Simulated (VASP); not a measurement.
# SnO (P4/nmm) in VASP: a series of runs, part 2 of 2

VASP 6.6.1.

### Step 3. Electric field gradients, LDA (volume scaled by 0.99)

INCAR reads:

```
SYSTEM = SnO
ALGO     = Normal         ! electronic algorithm
EDIFF    = 1E-8           ! SCF threshold, eV
ENCUT    = 520            ! plane-wave cutoff, eV
GGA      = CA             ! functional
ISIF     = 2              ! what is computed and relaxed
ISMEAR   = -1             ! smearing method
LASPH    = .TRUE.         ! aspherical terms in the spheres
LCHARG   = .FALSE.        ! write CHGCAR
LEFG     = .TRUE.       
LREAL    = .FALSE.        ! projectors in reciprocal space
LWAVE    = .FALSE.        ! write WAVECAR
NBANDS   = 28             ! bands
NELM     = 60             ! most SCF steps
PREC     = Accurate       ! precision mode
SIGMA    = 0.02           ! smearing width, eV
```

KPOINTS reads:

```
k-points
0
G
  6 6 5
  0 0 0
```

POSCAR reads:

```
SnO
1.0
    3.7892841860      0.0000000000      0.0000000000
    0.0000000000      3.7892841860      0.0000000000
    0.0000000000      0.0000000000      4.8198259661
Sn O
2 2
Direct
    0.0000000000      0.5000000000      0.2385000000
    0.5000000000      0.0000000000      0.7615000000
    0.0000000000      0.0000000000      0.0000000000
    0.5000000000      0.5000000000      0.0000000000
```

Potentials or basis: VASP PAW LDA potentials, release 64 (Sn_d, O).

The run is started by

```bash
cat potpaw_LDA.64/Sn_d/POTCAR potpaw_LDA.64/O/POTCAR > POTCAR
mpirun -np 1 vasp_std > vasp.out
```

OUTCAR:

```text
SYSTEM = SnO
   EDIFF = 1E-8
   ENCUT = 520
   GGA = CA
   ISIF = 2
   ISMEAR = -1
   LASPH = .TRUE.
   LREAL = .FALSE.
   NELM = 60
   PREC = Accurate

 ion  position               nearest neighbor table
   1  0.000  0.500  0.239-   3 2.22   4 2.22   3 2.22   4 2.22   2 3.53   2 3.53   2 3.53   2 3.53
                             2 3.68   2 3.68   2 3.68   2 3.68
   2  0.500  0.000  0.761-   3 2.22   4 2.22   4 2.22   3 2.22   1 3.53   1 3.53   1 3.53   1 3.53
                             1 3.68   1 3.68   1 3.68   1 3.68
   3  0.000  0.000  0.000-   1 2.22   2 2.22   1 2.22   2 2.22
   4  0.500  0.500  0.000-   1 2.22   2 2.22   2 2.22   1 2.22

  LATTYP: Found a simple tetragonal cell.
 ALAT       =     3.7892841860
 C/A-ratio  =     1.2719621252

  Lattice vectors:

 A1 = (   3.7892841860,   0.0000000000,   0.0000000000)
 A2 = (   0.0000000000,   3.7892841860,   0.0000000000)
 A3 = (   0.0000000000,   0.0000000000,   4.8198259661)

Analysis of symmetry for initial positions (statically):
=====================================================================
[... 952 lines left out ...]
      1.89464      0.00000      3.67030         0.000000      0.000000      0.006540
      0.00000      0.00000      0.00000         0.000000      0.000000      0.000000
      1.89464      1.89464      0.00000        -0.000000      0.000000      0.000000
 -----------------------------------------------------------------------------------
    total drift:                                0.000000      0.000000      0.000000

  FREE ENERGIE OF THE ION-ELECTRON SYSTEM (eV)
  ---------------------------------------------------
  free  energy   TOTEN  =       -25.7174229412 eV

  energy  without entropy=      -25.7170231089  energy(sigma->0) =      -25.71722303

 Electric field gradients (V/A^2)
---------------------------------------------------------------------
 ion       V_xx      V_yy      V_zz      V_xy      V_xz      V_yz
---------------------------------------------------------------------
   1      83.163    83.163  -166.325     0.000    -0.000    -0.000
   2      83.163    83.163  -166.325    -0.000     0.000     0.000
   3      -1.049    -1.049     2.097     0.000     0.000     0.000
   4      -1.049    -1.049     2.097     0.000    -0.000     0.000
---------------------------------------------------------------------

 Electric field gradients after diagonalization (V/A^2)
 (convention: |V_zz| > |V_xx| > |V_yy|)
----------------------------------------------------------------------
 ion       V_xx      V_yy      V_zz     asymmetry (V_yy - V_xx)/ V_zz
----------------------------------------------------------------------
   1      83.163    83.163  -166.325       0.000
   2      83.163    83.163  -166.325       0.000
   3      -1.049    -1.049     2.097       0.000
   4      -1.049    -1.049     2.097       0.000
----------------------------------------------------------------------

           NMR quadrupolar parameters

 Cq : quadrupolar parameter    Cq=e*Q*V_zz/h
 eta: asymmetry parameters     (V_yy - V_xx)/ V_zz
 Q  : nuclear electric quadrupole moment in mb (millibarn)
----------------------------------------------------------------------
 ion       Cq(MHz)       eta       Q (mb)
----------------------------------------------------------------------
   1      -0.402       0.000       1.000
   2      -0.402       0.000       1.000
   3       0.005       0.000       1.000
   4       0.005       0.000       1.000
----------------------------------------------------------------------
```

stdout:

```text
POSCAR found type information on POSCAR SnO
 POSCAR found :  2 types and       4 ions
 scaLAPACK will be used
 LDA part: xc-table for (Slater(with rela. corr.)+CA(PZ))
 , standard interpolation
 POSCAR, INCAR and KPOINTS ok, starting setup
 FFT: planning ... GRIDC
 FFT: planning ... GRID_SOFT
 FFT: planning ... GRID
 WAVECAR not read
 entering main loop
ion   1

ion   2

ion   3

ion   4
```

It took 34 s on 1 thread of AMD EPYC 9R45 (Zen 5), shared host; peak memory 0.15 GiB.

What came out:

* Free energy: -25.7174 eV
* Pressure: -1.6 GPa
* Largest force: 0.007 eV/Å
* Band gap on the k mesh: 0.05 eV, indirect (least direct gap 1.94 eV)

Forces on the atoms (eV/Å):
```
Sn   0.000  0.000 -0.007
Sn   0.000  0.000  0.007
O    0.000  0.000  0.000
O    0.000  0.000  0.000
```

Levels at points of the mesh, in eV from the valence-band top:
| k point | band 18 | band 19 | band 20 | band 21 | band 22 | band 23 |
| --- | --- | --- | --- | --- | --- | --- |
| (0.00, 0.00, 0.00) | -3.21 | -3.21 | 0.00 | 2.11 | 4.25 | 4.69 |
| (0.50, 0.00, 0.00) | -4.93 | -2.74 | -2.74 | 3.17 | 3.17 | 5.90 |
| (0.50, 0.50, 0.00) | -2.53 | -1.89 | -1.89 | 0.05 | 0.05 | 4.39 |

Electric field gradients, principal values (V/Å²):
```tsv
atom	least	middle	greatest (by size)
1 Sn	83.163	83.163	-166.325
2 Sn	83.163	83.163	-166.325
3 O	-1.049	-1.049	2.097
4 O	-1.049	-1.049	2.097
```

Caveat: without QUAD_EFG the Cq values of the log hold for a quadrupole moment of 1 mb, not for the nuclei; spin-orbit coupling is left out, which moves the levels of the heavy elements. A k mesh can miss the band edges.

### Step 4. Electric field gradients, LDA (zz strain of -1 %)

INCAR reads:

```
SYSTEM = SnO
  ALGO = Normal
  EDIFF = 1E-8
  ENCUT = 520
  ISIF = 2
  ISMEAR = -1
  LASPH = .True.
  LCHARG = .False.
  LEFG = .True.
  LREAL = .False.
  LWAVE = .False.
  NBANDS = 28
  NELM = 100
  PREC = Accurate
  SIGMA = 0.02
```

KPOINTS reads:

```
k-points
0
Gamma
  6 6 5
  0 0 0
```

POSCAR reads:

```
SnO
1.0
    3.8020000000      0.0000000000      0.0000000000
    0.0000000000      3.8020000000      0.0000000000
    0.0000000000      0.0000000000      4.7876400000
Sn O
2 2
Direct
    0.0000000000      0.5000000000      0.2385000000
    0.5000000000      0.0000000000      0.7615000000
    0.0000000000      0.0000000000      0.0000000000
    0.5000000000      0.5000000000      0.0000000000
```

Potentials or basis: VASP PAW LDA potentials, release 64 (Sn_d, O).

The run is started by

```bash
cat potpaw_LDA.64/Sn_d/POTCAR potpaw_LDA.64/O/POTCAR > POTCAR
mpirun -np 1 vasp_std > vasp.out
```

OUTCAR:

```text
SYSTEM = SnO
   EDIFF = 1E-8
   ENCUT = 520
   ISIF = 2
   ISMEAR = -1
   LASPH = .True.
   LREAL = .False.
   NELM = 100
   PREC = Accurate

 ion  position               nearest neighbor table
   1  0.000  0.500  0.239-   3 2.22   4 2.22   3 2.22   4 2.22   2 3.53   2 3.53   2 3.53   2 3.53
                             2 3.67   2 3.67   2 3.67   2 3.67
   2  0.500  0.000  0.761-   3 2.22   4 2.22   4 2.22   3 2.22   1 3.53   1 3.53   1 3.53   1 3.53
                             1 3.67   1 3.67   1 3.67   1 3.67
   3  0.000  0.000  0.000-   1 2.22   2 2.22   1 2.22   2 2.22
   4  0.500  0.500  0.000-   1 2.22   2 2.22   2 2.22   1 2.22

  LATTYP: Found a simple tetragonal cell.
 ALAT       =     3.8020000000
 C/A-ratio  =     1.2592425039

  Lattice vectors:
[... 975 lines left out ...]
   1      81.735    81.735  -163.471    -0.000    -0.000     0.000
   2      81.735    81.735  -163.471     0.000     0.000     0.000
   3       0.313     0.313    -0.626    -0.000    -0.000     0.000
   4       0.313     0.313    -0.626    -0.000    -0.000    -0.000
---------------------------------------------------------------------

 Electric field gradients after diagonalization (V/A^2)
 (convention: |V_zz| > |V_xx| > |V_yy|)
----------------------------------------------------------------------
 ion       V_xx      V_yy      V_zz     asymmetry (V_yy - V_xx)/ V_zz
----------------------------------------------------------------------
   1      81.735    81.735  -163.471       0.000
   2      81.735    81.735  -163.471       0.000
   3       0.313     0.313    -0.626       0.000
   4       0.313     0.313    -0.626       0.000
----------------------------------------------------------------------

           NMR quadrupolar parameters

 Cq : quadrupolar parameter    Cq=e*Q*V_zz/h
 eta: asymmetry parameters     (V_yy - V_xx)/ V_zz
 Q  : nuclear electric quadrupole moment in mb (millibarn)
----------------------------------------------------------------------
 ion       Cq(MHz)       eta       Q (mb)
----------------------------------------------------------------------
   1      -0.395       0.000       1.000
   2      -0.395       0.000       1.000
   3      -0.002       0.000       1.000
   4      -0.002       0.000       1.000
----------------------------------------------------------------------
```

It took 33 s on 1 thread of AMD EPYC 9R45 (Zen 5), shared host; peak memory 0.14 GiB.

Results:

- Free energy: -25.7165 eV
- Pressure: -1.7 GPa
- Largest force: 0.035 eV/Å
- Band gap on the k mesh: 0.11 eV, indirect (least direct gap 1.93 eV)

Forces in eV/Å, atoms in the order of the input:
```
Sn   0.000  0.000  0.035
Sn   0.000  0.000 -0.035
O    0.000  0.000  0.000
O    0.000  0.000  0.000
```

Levels at points of the mesh, in eV from the valence-band top:
```
           k point  band 16  band 17  band 18  band 19  band 20  band 21  band 22  band 23  band 24  band 25
(0.00, 0.00, 0.00)    -6.36    -3.47    -3.20    -3.20     0.00     2.12     4.34     4.72     4.72     5.71
(0.50, 0.00, 0.00)    -5.03    -4.90    -4.90    -2.67    -2.67     3.24     3.24     5.92     5.92     5.98
(0.50, 0.50, 0.00)    -5.17    -2.52    -2.52    -1.82    -1.82     0.11     0.11     4.48     4.48     7.34
```

Electric field gradients, principal values (V/Å²):
```
atom   least  middle  greatest (by size)
1 Sn  81.735  81.735            -163.471
2 Sn  81.735  81.735            -163.471
 3 O   0.313   0.313              -0.626
 4 O   0.313   0.313              -0.626
```

Caveat: the cell differs from its parent crystal (zz strain of -1 %); without QUAD_EFG the Cq values of the log hold for a quadrupole moment of 1 mb, not for the nuclei; spin-orbit coupling is left out, which moves the levels of the heavy elements. A k mesh can miss the band edges.

### Step 5. Summary

```csv
cell,gap on the mesh (eV),pressure (GPa),largest force (eV/Å)
"a = 3.878, b = 3.878, c = 4.836 Å, 4 atoms",0.31,-6.1,0.56
"a = 3.789, b = 3.789, c = 4.820 Å, 4 atoms",0.05,-1.6,0.01
"a = 3.802, b = 3.802, c = 4.788 Å, 4 atoms",0.11,-1.7,0.03
```

Alike in all rows: task electric field gradients; level LDA; potentials or basis VASP PAW LDA potentials, release 64 (Sn_d, O); no spin polarisation; k mesh 6 × 6 × 5; cutoff (eV) 520; smearing fermi-dirac 0.02 eV.

Caveats: spin-orbit coupling is left out, which moves the levels of the heavy elements.

Absolute energies hang on the potentials; compare differences alone.
